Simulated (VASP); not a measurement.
# SiC (P6_3mc) in VASP: settings compared, part 2 of 2

VASP 6.6.1.

## (3) Single point, HSE06

POSCAR reads:

```
SiC
1.0
    3.0756941497      0.0000000000      0.0000000000
   -1.5378470748      2.6636292679      0.0000000000
    0.0000000000      0.0000000000     10.0706464800
Si C
4 4
Direct
    0.0000000000      0.0000000000      0.1878943800
    0.0000000000      0.0000000000      0.6878943800
    0.3333333333      0.6666666667      0.4378419800
    0.6666666667      0.3333333333      0.9378419800
    0.0000000000      0.0000000000      0.0004600500
    0.0000000000      0.0000000000      0.5004600500
    0.3333333333      0.6666666667      0.2498025900
    0.6666666667      0.3333333333      0.7498025900
```

INCAR.step1 reads:

```
ALGO = Normal ; EDIFF = 1E-5
ENCUT = 520 ; GGA = PE
ISIF = 2 ; ISMEAR = -1
KPAR = 4 ; LASPH = T
LREAL = F ; LWAVE = T
NBANDS = 26 ; NELM = 60
PREC = Accurate ; SIGMA = 0.05
```

INCAR.step2 reads:

```
ALGO = Normal ; EDIFF = 1E-6
ENCUT = 520 ; GGA = PE
HFSCREEN = 0.2079 ; ISIF = 2
ISMEAR = -1 ; ISTART = 1
KPAR = 4 ; LASPH = T
LCHARG = T ; LHFCALC = T
LREAL = F ; LVHAR = T
LWAVE = F ; NBANDS = 26
NELM = 60 ; PREC = Accurate
PRECFOCK = Fast ; SIGMA = 0.05
```

KPOINTS reads:

```
k-points
0
Gamma
  8 8 2
```

Potentials or basis: VASP PAW PBE potentials, release 64 (Si, C).

The run is started by

```sh
$ cat potpaw_PBE.64/Si/POTCAR potpaw_PBE.64/C/POTCAR > POTCAR
$ cp INCAR.step1 INCAR
$ mpirun -np 4 vasp_std > vasp.out
$ cp INCAR.step2 INCAR
$ mpirun -np 4 vasp_std > vasp.out
```

OUTCAR:

```text
EDIFF = 1E-6
   ENCUT = 520
   GGA = PE
   HFSCREEN = 0.2079
   ISIF = 2
   ISMEAR = -1
   ISTART = 1
   LASPH = T
   LHFCALC = T
   LREAL = F
   NELM = 60
   PREC = Accurate
   PRECFOCK = Fast

 ion  position               nearest neighbor table
   1  0.000  0.000  0.188-   7 1.88   7 1.88   7 1.88   5 1.89   3 3.08   3 3.08   3 3.08   4 3.08
                             4 3.08   4 3.08
   2  0.000  0.000  0.688-   8 1.88   8 1.88   8 1.88   6 1.89   4 3.08   4 3.08   4 3.08   3 3.08
                             3 3.08   3 3.08
   3  0.333  0.667  0.438-   6 1.88   6 1.88   6 1.88   7 1.89   1 3.08   1 3.08   1 3.08   2 3.08
                             2 3.08   2 3.08
   4  0.667  0.333  0.938-   5 1.88   5 1.88   5 1.88   8 1.89   2 3.08   2 3.08   2 3.08   1 3.08
                             1 3.08   1 3.08
   5  0.000  0.000  0.000-   4 1.88   4 1.88   4 1.88   1 1.89
   6  0.000  0.000  0.500-   3 1.88   3 1.88   3 1.88   2 1.89
   7  0.333  0.667  0.250-   1 1.88   1 1.88   1 1.88   3 1.89
   8  0.667  0.333  0.750-   2 1.88   2 1.88   2 1.88   4 1.89

  LATTYP: Found a hexagonal cell.
 ALAT       =     3.0756941497
 C/A-ratio  =     3.2742678530

  Lattice vectors:

 A1 = (   3.0756941497,   0.0000000000,   0.0000000000)
 A2 = (  -1.5378470748,   2.6636292679,   0.0000000000)
 A3 = (   0.0000000000,   0.0000000000,  10.0706464800)

Analysis of symmetry for initial positions (statically):
=====================================================================
 Subroutine PRICEL returns:
 Original cell was already a primitive cell.

 Routine SETGRP: Setting up the symmetry group for a
 hexagonal supercell.

 Subroutine GETGRP returns: Found 12 space group operations
 (whereof  6 operations were pure point group operations)
 out of a pool of 24 trial point group operations.

The static configuration has the point symmetry C_3v.
 The point group associated with its full space group is C_6v.

[... 151 lines left out ...]
   NKREDZ  =     1    reduce k-point grid by
   AEXX    =    0.2500 exact exchange contribution
   HFSCREEN=    0.2079 screening length (either q_TF or 0.3 A-1)
   HFSCREENC=   0.2079 screening length for correlation (either q_TF or 0.3 A-1)
   ENCUTFOCK=  -1.0 apply spherical cutoff to Coloumb kernel
   IVDW    =     0    specifies the selected vdW correction
   LEPSILON=     F    determine dielectric tensor
   LRPA    =     F    only Hartree local field effects (RPA)
 non-spin polarized calculation
  energy-cutoff  :      520.00
  volume of cell :       82.50
 maximum number of plane-waves:      2248
 NGX is ok and might be reduce to    24
  NGX = 14; NGY = 14; NGZ = 48

 number of electron      32.0000000 magnetization

 Free energy of the ion-electron system (eV)
  ---------------------------------------------------
  ext. energy  EPLUGINS =         0.00000000
  ---------------------------------------------------
  free energy    TOTEN  =       -69.70244546 eV

  energy without entropy =      -69.70244546  energy(sigma->0) =      -69.70244546

 E-fermi :   8.6357     XC(G=0):  -9.3648

 val. band max:        7.6046008974   @ k =   0.0000   0.0000   0.0000
 cond. band min:      10.7492649648   @ k =   0.5000   0.0000   0.0000
 fundamental gap:      3.1446640674
 Fermi energy:         8.6357233193

 k-point     1 :       0.0000    0.0000    0.0000
  band No.  band energies     occupation
      1      -9.4963      2.00000
      2      -8.2123      2.00000
      3      -8.1780      2.00000
      4      -5.6370      2.00000
      5      -1.8509      2.00000
      6       2.7945      2.00000
[... 569 lines left out ...]
     25      18.6789      0.00000
     26      18.6789      0.00000

------------------------ aborting loop because EDIFF is reached ----------------------------------------

  FORCE on cell =-STRESS in cart. coord.  units (eV):
  Direction    XX          YY          ZZ          XY          YZ          ZX
  --------------------------------------------------------------------------------------
  -------------------------------------------------------------------------------------
  Total       -0.5524036     -0.5524036     -0.6523275     -0.0000000      0.0000000      0.0000000
  in kB      -10.7273592    -10.7273592    -12.6678230     -0.0000000      0.0000000      0.0000000
  external PRESSURE =     -11.3741804 kB  Pullay stress =       0.0000000 kB

 VOLUME and BASIS-vectors are now :
 -----------------------------------------------------------------------------
  energy-cutoff  :      520.00
  volume of cell :       82.50
      direct lattice vectors                 reciprocal lattice vectors
     3.075694150  0.000000000  0.000000000     0.325129857  0.187713811  0.000000000
    -1.537847075  2.663629268  0.000000000     0.000000000  0.375427621  0.000000000
     0.000000000  0.000000000 10.070646480     0.000000000  0.000000000  0.099298491

 POSITION                                       TOTAL-FORCE (eV/Angst)
 -----------------------------------------------------------------------------------
      0.00000      0.00000      1.89222         0.000000      0.000000      0.009180
      0.00000      0.00000      6.92754         0.000000     -0.000000      0.009180
     -0.00000      1.77575      4.40935         0.000000      0.000000      0.001912
      1.53785      0.88788      9.44468         0.000000     -0.000000      0.001912
      0.00000      0.00000      0.00463         0.000000      0.000000     -0.006733
      0.00000      0.00000      5.03996         0.000000     -0.000000     -0.006733
     -0.00000      1.77575      2.51567        -0.000000      0.000000     -0.004360
      1.53785      0.88788      7.55100         0.000000     -0.000000     -0.004360
 -----------------------------------------------------------------------------------
    total drift:                               -0.000000      0.000000     -0.000029

  FREE ENERGIE OF THE ION-ELECTRON SYSTEM (eV)
  ---------------------------------------------------
  free  energy   TOTEN  =       -69.7024454623 eV

  energy  without entropy=      -69.7024454622  energy(sigma->0) =      -69.70244546
```

It took 21 min on 4 MPI ranks of Intel Xeon Platinum 8259CL at 2.50GHz (Skylake/Cascade Lake), shared host; peak memory 0.33 GiB.

Results:

| Quantity | Value |
| --- | --- |
| Free energy | -69.7024 eV |
| Pressure | -1.1 GPa |
| Largest force | 0.009 eV/Å |
| Band gap on the k mesh | 3.14 eV (least direct gap 4.38 eV) |

Forces in eV/Å, atoms in the order of the input:
```
Si   0.000  0.000  0.009
Si   0.000  0.000  0.009
Si   0.000  0.000  0.002
Si   0.000  0.000  0.002
C    0.000  0.000 -0.007
C    0.000  0.000 -0.007
C    0.000  0.000 -0.004
C    0.000  0.000 -0.004
```

Caveat: the PAW data sets were made with another functional, which shifts forces and pressure a little.
